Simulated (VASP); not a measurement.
# Na (Fmmm) in VASP: further runs, part 2 of 2

VASP 6.6.1. Earlier steps stand in the parts before.

**3. Single point, PBE (strain +0.0075 x Voigt [0, 0, 0, 0, 0, 1])**

The input, INCAR:

```
PREC     = Accurate       # precision mode
ENCUT    = 520            # plane-wave cutoff, eV
EDIFF    = 1E-7           # SCF threshold, eV
ISMEAR   = 0              # smearing method
SIGMA    = 0.15           # smearing width, eV
LREAL    = False          # projectors in reciprocal space
LASPH    = True           # aspherical terms in the spheres
NELM     = 80             # most SCF steps
ALGO     = Fast           # electronic algorithm
ISIF     = 2              # what is computed and relaxed
LWAVE    = False          # write WAVECAR
LCHARG   = True           # write CHGCAR
GGA      = PE             # functional
LELF     = True           # ELF
LVHAR    = True         
NBANDS   = 10             # bands
```

The input, KPOINTS:

```
regular mesh
0
Gamma
  16 16 16
```

The input, POSCAR:

```
Na
1.0
   -2.1095593750      2.1095593750      2.1175000000
    2.1095593750     -2.1095593750      2.1175000000
    2.1254406250      2.1254406250     -2.1175000000
Na
1
Direct
    0.0000000000      0.0000000000      0.0000000000
```

Potentials or basis: VASP PAW PBE potentials, release 64 (Na_pv).

The run is started by

```console
cat potpaw_PBE.64/Na_pv/POTCAR > POTCAR
mpirun -np 1 vasp_std > vasp.out
```

OUTCAR:

```text
PREC = Accurate
   ENCUT = 520
   EDIFF = 1E-7
   ISMEAR = 0
   LREAL = False
   LASPH = True
   NELM = 80
   ISIF = 2
   GGA = PE

 ion  position               nearest neighbor table
   1  0.000  0.000  0.000-

  LATTYP: Found a face centered orthorhombic cell.
 ALAT       =     4.2350000000
 B/A-ratio  =     1.4089102615
 C/A-ratio  =     1.4195168632

  Lattice vectors:

 A1 = (   4.2350000000,   0.0158812500,   0.0000000000)
 A2 = (   2.1254406250,   2.1254406250,   2.1175000000)
 A3 = (   2.1095593750,  -2.1095593750,   2.1175000000)

Analysis of symmetry for initial positions (statically):
=====================================================================
 Subroutine PRICEL returns:
 Original cell was already a primitive cell.

 Routine SETGRP: Setting up the symmetry group for a
 face centered orthorhombic supercell.

 Subroutine GETGRP returns: Found  8 space group operations
 (whereof  8 operations were pure point group operations)
 out of a pool of  8 trial point group operations.

The static configuration has the point symmetry D_2h.

Analysis of symmetry for dynamics (positions and initial velocities):
=====================================================================
 Subroutine PRICEL returns:
 Original cell was already a primitive cell.

 Routine SETGRP: Setting up the symmetry group for a
 face centered orthorhombic supercell.

 Subroutine GETGRP returns: Found  8 space group operations
 (whereof  8 operations were pure point group operations)
 out of a pool of  8 trial point group operations.

The dynamic configuration has the point symmetry D_2h.

 Subroutine INISYM returns: Found  8 space group operations
 (whereof  8 operations are pure point group operations),
 and found     1 'primitive' translations

----------------------------------------------------------------------------------------

                                     Primitive cell

  volume of cell :      37.9773

  direct lattice vectors                    reciprocal lattice vectors
    -2.109559375  2.109559375  2.117500000    -0.000885491  0.236130829  0.236127509
     2.109559375 -2.109559375  2.117500000     0.236130829 -0.000885491  0.236127509
     2.125440625  2.125440625 -2.117500000     0.235245339  0.235245339  0.000000000

  length of vectors
     3.658454286  3.658454286  3.676792345     0.333938248  0.333938248  0.332687149

  position of ions in fractional coordinates (direct lattice)
     0.000000000  0.000000000  0.000000000

  ion indices of the primitive-cell ions
   primitive index   ion index
                 1           1

----------------------------------------------------------------------------------------

 KPOINTS: regular mesh

Automatic generation of k-mesh.
 Grid dimensions read from file:
 generate k-points for:   16   16   16

 Generating k-lattice:

  Cartesian coordinates                     Fractional coordinates (reciprocal lattice)
    -0.000055343  0.014758177  0.014757969     0.062500000  0.000000000  0.000000000
     0.014758177 -0.000055343  0.014757969     0.000000000  0.062500000  0.000000000
     0.014702834  0.014702834  0.000000000     0.000000000  0.000000000  0.062500000

  Length of vectors
     0.020871140  0.020871140  0.020792947

  Shift w.r.t. Gamma in fractional coordinates (k-lattice)
     0.000000000  0.000000000  0.000000000

 Subroutine IBZKPT returns following result:
 ===========================================

 Found    621 irreducible k-points:

 Following reciprocal coordinates:
            Coordinates               Weight
  0.000000  0.000000  0.000000      1.000000
  0.062500 -0.000000  0.000000      8.000000
  0.125000 -0.000000  0.000000      8.000000
  0.187500  0.000000  0.000000      8.000000
  0.250000 -0.000000  0.000000      8.000000
  0.312500  0.000000  0.000000      8.000000
[... 16 lines left out ...]
 -0.125000  0.062500 -0.000000      8.000000
 -0.062500  0.062500  0.000000      2.000000
 [... further k-points ...]
   k-points           NKPTS =    621   k-points in BZ     NKDIM =    621   number of bands    NBANDS=     10
   number of dos      NEDOS =    301   number of ions     NIONS =      1
   total plane-waves  NPLWV =  21952
   dimension x,y,z NGX =    28 NGY =   28 NGZ =   28
   dimension x,y,z NGXF=    56 NGYF=   56 NGZF=   56
   ions per type =               1
   NGX,Y,Z   is equivalent  to a cutoff of  12.72, 12.72, 12.66 a.u.
   NGXF,Y,Z  is equivalent  to a cutoff of  25.45, 25.45, 25.32 a.u.
 SYSTEM =  unknown system
   PREC   = accura    normal or accurate (medium, high low for compatibility)
   ISTART =      0    job   : 0-new  1-cont  2-samecut
   ICHARG =      2    charge: 1-file 2-atom 10-const
   ISPIN  =      1    spin polarized calculation?
   LNONCOLLINEAR =      F non collinear calculations
   LSORBIT =      F    spin-orbit coupling
   LASPH  =      T    aspherical Exc in radial PAW
   ENCUT  =  520.0 eV  38.22 Ry    6.18 a.u.   6.80  6.80  6.84*2*pi/ulx,y,z
   NELM   =     80;   NELMIN=  2; NELMDL= -5     # of ELM steps
   EDIFF  = 0.1E-06   stopping-criterion for ELM
   LREAL  =      F    real-space projection
   EDIFFG = 0.1E-05   stopping-criterion for IOM
   NSW    =      0    number of steps for IOM
   IBRION =     -1    ionic relax: 0-MD 1-quasi-New 2-CG
   NFREE  =      0    steps in history (QN), initial steepest desc. (CG)
   ISIF   =      2    stress and relaxation
   ISYM   =      2    0-nonsym 1-usesym 2-fastsym
   POTIM  = 0.5000    time-step for ionic-motion
   TEBEG  =    0.0;   TEEND  =   0.0 temperature during run
   PSTRESS=    0.0 pullay stress
   NELECT =       7.0000    total number of electrons
   NUPDOWN=      -1.0000    fix difference up-down
   EMIN   =  10.00;   EMAX   =-10.00  energy-range for DOS
   EFERMI =   0.00;   METHOD = LEGACY
   ISMEAR =     0;   SIGMA  =   0.15  broadening in eV -4-tet -1-fermi 0-gaus
   EFERMI_NEDOS =   21; number of points for ismear=-14 and -15
   IALGO  =     68    algorithm
   IMIX   =      4    mixing-type and parameters
     AMIX     =   0.40;   BMIX     =  1.00
     AMIX_MAG =   1.60;   BMIX_MAG =  1.00
  volume/ion in A,a.u.               =      37.98       256.28
  Fermi-wavevector in a.u.,A,eV,Ry     =   0.931679  1.760617 11.810198  0.868025
  Thomas-Fermi vector in A             =   2.058197
   LORBIT       =      0    0 simple, 1 ext, 2 COOP (PROOUT), +10 PAW based schemes
   GGA     = PE    functional components
   LHFCALC =     F    Hartree Fock is set to
   AEXX    =    0.0000 exact exchange contribution
   IVDW    =     0    specifies the selected vdW correction
   LEPSILON=     F    determine dielectric tensor
   LRPA    =     F    only Hartree local field effects (RPA)
 non-spin polarized calculation
 RMM-DIIS sequential band-by-band and
 Gauss-broadening in eV      SIGMA  =   0.15
  energy-cutoff  :      520.00
  volume of cell :       37.98
 maximum number of plane-waves:      1048
   NGX = 13   NGY = 13   NGZ = 13

 number of electron       7.0000012 magnetization

 Free energy of the ion-electron system (eV)
  ---------------------------------------------------
  ext. energy  EPLUGINS =         0.00000000
  ---------------------------------------------------
  free energy    TOTEN  =        -1.31351056 eV

  energy without entropy =       -1.30834921  energy(sigma->0) =       -1.31092988

 E-fermi :   0.2624     XC(G=0):  -6.4397

 val. band max:        0.2581410546   @ k =   0.5000   0.0000   0.1875
 cond. band min:       0.2624873271   @ k =   0.5000   0.1875   0.0000
 fundamental gap:      0.0043462725
 Fermi energy:         0.2624438697

 k-point     1 :       0.0000    0.0000    0.0000
  band No.  band energies     occupation
      1     -24.6605      2.00000
      2     -24.6604      2.00000
      3     -24.6603      2.00000
      4      -2.9671      2.00000
      5      11.8186      0.00000
      6      11.8278      0.00000
      7      11.8558      0.00000
      8      12.8242      0.00000
      9      12.8337      0.00000
     10      13.3217      0.00000

 k-point     2 :       0.0625   -0.0000    0.0000
  band No.  band energies     occupation
      1     -24.6617      2.00000
      2     -24.6608      2.00000
      3     -24.6604      2.00000
      4      -2.8994      2.00000
      5      10.8794      0.00000
      6      11.3665      0.00000
      7      11.5419      0.00000
      8      12.2153      0.00000
      9      12.3436      0.00000
     10      13.6162      0.00000
[... 274 lines left out ...]
 k-point    24 :      -0.0625    0.0625    0.0000
  band No.  band energies     occupation
      1     -24.6618      2.00000
      2     -24.6609      2.00000
      3     -24.6603      2.00000
      4      -2.8989      2.00000
      5      10.9581      0.00000
      6      11.3806      0.00000
      7      11.5270      0.00000
      8      12.2014      0.00000
      9      12.2660      0.00000
     10      13.5208      0.00000

 [... further k-points ...]
[... 5 lines left out ...]
  --------------------------------------------------------------------------------------
  -------------------------------------------------------------------------------------
  Total       -0.0502647     -0.0502647     -0.0501234     -0.0111495      0.0000000      0.0000000
  in kB       -2.1205542     -2.1205542     -2.1145945     -0.4703716      0.0000000      0.0000000
  external PRESSURE =      -2.1185676 kB  Pullay stress =       0.0000000 kB

 VOLUME and BASIS-vectors are now :
 -----------------------------------------------------------------------------
  energy-cutoff  :      520.00
  volume of cell :       37.98
      direct lattice vectors                 reciprocal lattice vectors
    -2.109559375  2.109559375  2.117500000    -0.000885491  0.236130829  0.236127509
     2.109559375 -2.109559375  2.117500000     0.236130829 -0.000885491  0.236127509
     2.125440625  2.125440625 -2.117500000     0.235245339  0.235245339  0.000000000

 POSITION                                       TOTAL-FORCE (eV/Angst)
 -----------------------------------------------------------------------------------
      0.00000      0.00000      0.00000         0.000000     -0.000000      0.000000
 -----------------------------------------------------------------------------------
    total drift:                               -0.000000     -0.000000     -0.000000

  FREE ENERGIE OF THE ION-ELECTRON SYSTEM (eV)
  ---------------------------------------------------
  free  energy   TOTEN  =        -1.3135105581 eV

  energy  without entropy=       -1.3083492082  energy(sigma->0) =       -1.31092988
```

Run time: 74 s. Hardware: 1 thread of Intel Xeon 6975P-C (Granite Rapids), shared host; peak memory 0.3 GiB.

Results:

* Free energy: -1.3135 eV
* Pressure: -0.2 GPa

Levels at points of the mesh, in eV from the Fermi level:
| k point | band 1 | band 2 | band 3 | band 4 | band 5 | band 6 | band 7 |
| --- | --- | --- | --- | --- | --- | --- | --- |
| (0.00, 0.00, 0.00) | -24.92 | -24.92 | -24.92 | -3.23 | 11.56 | 11.57 | 11.59 |
| (0.50, 0.00, 0.00) | -24.96 | -24.93 | -24.92 | 0.75 | 1.19 | 8.10 | 8.96 |
| (0.50, 0.50, 0.00) | -24.96 | -24.93 | -24.92 | 0.78 | 1.22 | 8.08 | 8.95 |
| (0.00, 0.00, 0.50) | -24.95 | -24.93 | -24.92 | 0.72 | 1.16 | 8.13 | 9.03 |
| (0.50, 0.50, 0.50) | -24.95 | -24.95 | -24.95 | 4.48 | 4.48 | 4.81 | 4.81 |

Caveat: the cell differs from its parent crystal (strain +0.0075 x Voigt [0, 0, 0, 0, 0, 1]).
